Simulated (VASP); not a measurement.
# KZnF3 (P4/mmm) in VASP: notebook, part 2 of 2

VASP 6.6.1.

## 4. Single point, PBE (strain -0.0750 x Voigt [0, 1, 0, 0, 0, 0])

File INCAR:

```
SYSTEM = KZnF3
PREC     = Accurate       ! precision mode
ENCUT    = 520            ! plane-wave cutoff, eV
EDIFF    = 1E-6           ! SCF threshold, eV
ISMEAR   = 0              ! smearing method
SIGMA    = 0.05           ! smearing width, eV
LREAL    = .False.        ! projectors in reciprocal space
LASPH    = .True.         ! aspherical terms in the spheres
NELM     = 100            ! most SCF steps
ALGO     = Normal         ! electronic algorithm
ISIF     = 2              ! what is computed and relaxed
LWAVE    = .False.        ! write WAVECAR
LCHARG   = .False.        ! write CHGCAR
GGA      = PE             ! functional
NBANDS   = 29             ! bands
```

File KPOINTS:

```
regular mesh
0
Gamma
  6 6 6
  0 0 0
```

File POSCAR:

```
KZnF3
1.0
    4.0500000000      0.0000000000      0.0000000000
    0.0000000000      3.7462500000      0.0000000000
    0.0000000000      0.0000000000      4.0500000000
K Zn F
1 1 3
Direct
    0.0000000000      0.0000000000      0.0000000000
    0.5000000000      0.5000000000      0.5000000000
    0.5000000000      0.5000000000      0.0000000000
    0.0000000000      0.5000000000      0.5000000000
    0.5000000000      0.0000000000      0.5000000000
```

Potentials or basis: VASP PAW PBE potentials, release 64 (K_sv, Zn, F).

Run with:

```bash
$ cat potpaw_PBE.64/K_sv/POTCAR potpaw_PBE.64/Zn/POTCAR potpaw_PBE.64/F/POTCAR > POTCAR
$ mpirun -np 1 vasp_std > vasp.out
```

OUTCAR:

```text
SYSTEM = KZnF3
   PREC = Accurate
   ENCUT = 520
   EDIFF = 1E-6
   ISMEAR = 0
   LREAL = .False.
   LASPH = .True.
   NELM = 100
   ISIF = 2
   GGA = PE

 ion  position               nearest neighbor table
   1  0.000  0.000  0.000-   3 2.76   4 2.76   4 2.76   3 2.76   4 2.76   4 2.76   3 2.76   3 2.76
                             2 3.42   2 3.42   2 3.42   2 3.42   2 3.42   2 3.42   2 3.42   2 3.42
   2  0.500  0.500  0.500-   5 1.87   5 1.87   3 2.02   3 2.02   4 2.02   4 2.02   1 3.42   1 3.42
                             1 3.42   1 3.42   1 3.42   1 3.42   1 3.42   1 3.42
   3  0.500  0.500  0.000-   2 2.02   2 2.02   1 2.76   1 2.76   1 2.76   1 2.76
   4  0.000  0.500  0.500-   2 2.02   2 2.02   1 2.76   1 2.76   1 2.76   1 2.76
   5  0.500  0.000  0.500-   2 1.87   2 1.87

  LATTYP: Found a simple tetragonal cell.
 ALAT       =     4.0500000000
 C/A-ratio  =     0.9250000000

  Lattice vectors:

 A1 = (  -4.0500000000,   0.0000000000,   0.0000000000)
 A2 = (   0.0000000000,   0.0000000000,   4.0500000000)
 A3 = (   0.0000000000,   3.7462500000,   0.0000000000)

Analysis of symmetry for initial positions (statically):
=====================================================================
 Subroutine PRICEL returns:
 Original cell was already a primitive cell.

 Routine SETGRP: Setting up the symmetry group for a
 simple tetragonal supercell.

 Subroutine GETGRP returns: Found 16 space group operations
 (whereof 16 operations were pure point group operations)
 out of a pool of 16 trial point group operations.

The static configuration has the point symmetry D_4h.

Analysis of symmetry for dynamics (positions and initial velocities):
=====================================================================
 Subroutine PRICEL returns:
 Original cell was already a primitive cell.

 Routine SETGRP: Setting up the symmetry group for a
 simple tetragonal supercell.

 Subroutine GETGRP returns: Found 16 space group operations
 (whereof 16 operations were pure point group operations)
 out of a pool of 16 trial point group operations.

The dynamic configuration has the point symmetry D_4h.

 Subroutine INISYM returns: Found 16 space group operations
 (whereof 16 operations are pure point group operations),
 and found     1 'primitive' translations

----------------------------------------------------------------------------------------

                                     Primitive cell

  volume of cell :      61.4479

  direct lattice vectors                    reciprocal lattice vectors
     4.050000000  0.000000000  0.000000000     0.246913580  0.000000000  0.000000000
     0.000000000  3.746250000  0.000000000     0.000000000  0.266933600  0.000000000
     0.000000000  0.000000000  4.050000000     0.000000000  0.000000000  0.246913580

  length of vectors
     4.050000000  3.746250000  4.050000000     0.246913580  0.266933600  0.246913580

  position of ions in fractional coordinates (direct lattice)
     0.000000000  0.000000000  0.000000000
     0.500000000  0.500000000  0.500000000
     0.500000000  0.500000000  0.000000000
     0.000000000  0.500000000  0.500000000
     0.500000000  0.000000000  0.500000000

  ion indices of the primitive-cell ions
[... 23 lines left out ...]
     0.041152263  0.044488933  0.041152263

  Shift w.r.t. Gamma in fractional coordinates (k-lattice)
     0.000000000  0.000000000  0.000000000

 Subroutine IBZKPT returns following result:
 ===========================================

 Found     40 irreducible k-points:

 Following reciprocal coordinates:
            Coordinates               Weight
  0.000000  0.000000  0.000000      1.000000
  0.166667  0.000000  0.000000      4.000000
  0.333333  0.000000  0.000000      4.000000
  0.500000  0.000000  0.000000      2.000000
  0.000000  0.166667  0.000000      2.000000
  0.166667  0.166667  0.000000      8.000000
[... 16 lines left out ...]
  0.166667  0.333333  0.166667      8.000000
  0.333333  0.333333  0.166667     16.000000
 [... further k-points ...]
   k-points           NKPTS =     40   k-points in BZ     NKDIM =     40   number of bands    NBANDS=     29
   number of dos      NEDOS =    301   number of ions     NIONS =      5
   total plane-waves  NPLWV =  25200
   dimension x,y,z NGX =    30 NGY =   28 NGZ =   30
   dimension x,y,z NGXF=    60 NGYF=   56 NGZF=   60
   ions per type =               1   1   3
   NGX,Y,Z   is equivalent  to a cutoff of  12.31, 12.43, 12.31 a.u.
   NGXF,Y,Z  is equivalent  to a cutoff of  24.63, 24.85, 24.63 a.u.
 SYSTEM =  KZnF3
   PREC   = accura    normal or accurate (medium, high low for compatibility)
   ISTART =      0    job   : 0-new  1-cont  2-samecut
   ICHARG =      2    charge: 1-file 2-atom 10-const
   ISPIN  =      1    spin polarized calculation?
   LNONCOLLINEAR =      F non collinear calculations
   LSORBIT =      F    spin-orbit coupling
   LASPH  =      T    aspherical Exc in radial PAW
   ENCUT  =  520.0 eV  38.22 Ry    6.18 a.u.   7.53  6.97  7.53*2*pi/ulx,y,z
   NELM   =    100;   NELMIN=  2; NELMDL= -5     # of ELM steps
   EDIFF  = 0.1E-05   stopping-criterion for ELM
   LREAL  =      F    real-space projection
   EDIFFG = 0.1E-04   stopping-criterion for IOM
   NSW    =      0    number of steps for IOM
   IBRION =     -1    ionic relax: 0-MD 1-quasi-New 2-CG
   NFREE  =      0    steps in history (QN), initial steepest desc. (CG)
   ISIF   =      2    stress and relaxation
   ISYM   =      2    0-nonsym 1-usesym 2-fastsym
   POTIM  = 0.5000    time-step for ionic-motion
   TEBEG  =    0.0;   TEEND  =   0.0 temperature during run
   PSTRESS=    0.0 pullay stress
   NELECT =      42.0000    total number of electrons
   NUPDOWN=      -1.0000    fix difference up-down
   EMIN   =  10.00;   EMAX   =-10.00  energy-range for DOS
   EFERMI =   0.00;   METHOD = LEGACY
   ISMEAR =     0;   SIGMA  =   0.05  broadening in eV -4-tet -1-fermi 0-gaus
   EFERMI_NEDOS =   21; number of points for ismear=-14 and -15
   IALGO  =     38    algorithm
   IMIX   =      4    mixing-type and parameters
     AMIX     =   0.40;   BMIX     =  1.00
     AMIX_MAG =   1.60;   BMIX_MAG =  1.00
  volume/ion in A,a.u.               =      12.29        82.93
  Fermi-wavevector in a.u.,A,eV,Ry     =   1.442079  2.725134 28.294557  2.079591
  Thomas-Fermi vector in A             =   2.560639
   LORBIT       =      0    0 simple, 1 ext, 2 COOP (PROOUT), +10 PAW based schemes
   GGA     = PE    functional components
   LHFCALC =     F    Hartree Fock is set to
   AEXX    =    0.0000 exact exchange contribution
   IVDW    =     0    specifies the selected vdW correction
   LEPSILON=     F    determine dielectric tensor
   LRPA    =     F    only Hartree local field effects (RPA)
 non-spin polarized calculation
 Gauss-broadening in eV      SIGMA  =   0.05
  energy-cutoff  :      520.00
  volume of cell :       61.45
 maximum number of plane-waves:      1676
   NGX = 15   NGY = 13   NGZ = 15

 number of electron      41.9999985 magnetization

 Free energy of the ion-electron system (eV)
  ---------------------------------------------------
  ext. energy  EPLUGINS =         0.00000000
  ---------------------------------------------------
  free energy    TOTEN  =       -19.86263065 eV

  energy without entropy =      -19.86263065  energy(sigma->0) =      -19.86263065

 E-fermi :   0.6462     XC(G=0): -10.2870

 val. band max:        0.3618953877   @ k =   0.5000   0.5000   0.5000
 cond. band min:       4.1261484293   @ k =   0.0000   0.0000   0.0000
 fundamental gap:      3.7642530415
 Fermi energy:         0.6461708404

 k-point     1 :       0.0000    0.0000    0.0000
  band No.  band energies     occupation
      1     -27.3118      2.00000
      2     -22.4710      2.00000
      3     -21.4899      2.00000
      4     -21.2756      2.00000
      5     -10.8399      2.00000
      6     -10.8399      2.00000
[... 757 lines left out ...]
     28      11.5452      0.00000
     29      13.2441      0.00000

 [... further k-points ...]
[... 5 lines left out ...]
  --------------------------------------------------------------------------------------
  -------------------------------------------------------------------------------------
  Total        4.0428826      8.5729691      4.0428826      0.0000000      0.0000000      0.0000000
  in kB      105.4131776    223.5295980    105.4131776      0.0000000      0.0000000      0.0000000
  external PRESSURE =     144.7853177 kB  Pullay stress =       0.0000000 kB

 VOLUME and BASIS-vectors are now :
 -----------------------------------------------------------------------------
  energy-cutoff  :      520.00
  volume of cell :       61.45
      direct lattice vectors                 reciprocal lattice vectors
     4.050000000  0.000000000  0.000000000     0.246913580  0.000000000  0.000000000
     0.000000000  3.746250000  0.000000000     0.000000000  0.266933600  0.000000000
     0.000000000  0.000000000  4.050000000     0.000000000  0.000000000  0.246913580

 POSITION                                       TOTAL-FORCE (eV/Angst)
 -----------------------------------------------------------------------------------
      0.00000      0.00000      0.00000         0.000000      0.000000      0.000000
      2.02500      1.87312      2.02500         0.000000      0.000000      0.000000
      2.02500      1.87312      0.00000         0.000000      0.000000      0.000000
      0.00000      1.87312      2.02500         0.000000      0.000000      0.000000
      2.02500      0.00000      2.02500         0.000000      0.000000      0.000000
 -----------------------------------------------------------------------------------
    total drift:                                0.000000      0.000000     -0.000000

  FREE ENERGIE OF THE ION-ELECTRON SYSTEM (eV)
  ---------------------------------------------------
  free  energy   TOTEN  =       -19.8626306451 eV

  energy  without entropy=      -19.8626306451  energy(sigma->0) =      -19.86263065
```

It took 32 s on 1 thread of Intel Xeon 6975P-C (Granite Rapids), shared host; peak memory 0.2 GiB.

Results:

```yaml
Free_energy: -19.8626 eV
Pressure: 14.5 GPa
Band_gap_on_the_k_mesh: 3.76 eV, indirect (least direct gap 6.30 eV)
```

Stress tensor (GPa, compression positive):
```
10.54  0.00  0.00
 0.00 22.35  0.00
 0.00  0.00 10.54
```

Caveat: the cell differs from its parent crystal (strain -0.0750 x Voigt [0, 1, 0, 0, 0, 0]). A k mesh can miss the band edges.

## 5. Overview

```tsv
cell	gap on the mesh (eV)	pressure (GPa)
a = 4.050, b = 3.442 Å, 5 atoms	3.81	32.0
a = 4.050, b = 3.594 Å, 5 atoms	3.77	21.9
a = 4.050, b = 3.746 Å, 5 atoms	3.76	14.5
```

Alike in all rows: task single point; level PBE; potentials or basis VASP PAW PBE potentials, release 64 (K_sv, Zn, F); no spin polarisation; k mesh 6 × 6 × 6; cutoff (eV) 520; smearing gaussian 0.05 eV.

Total energies depend on the potentials used, so only differences within one code and one set of settings carry meaning.
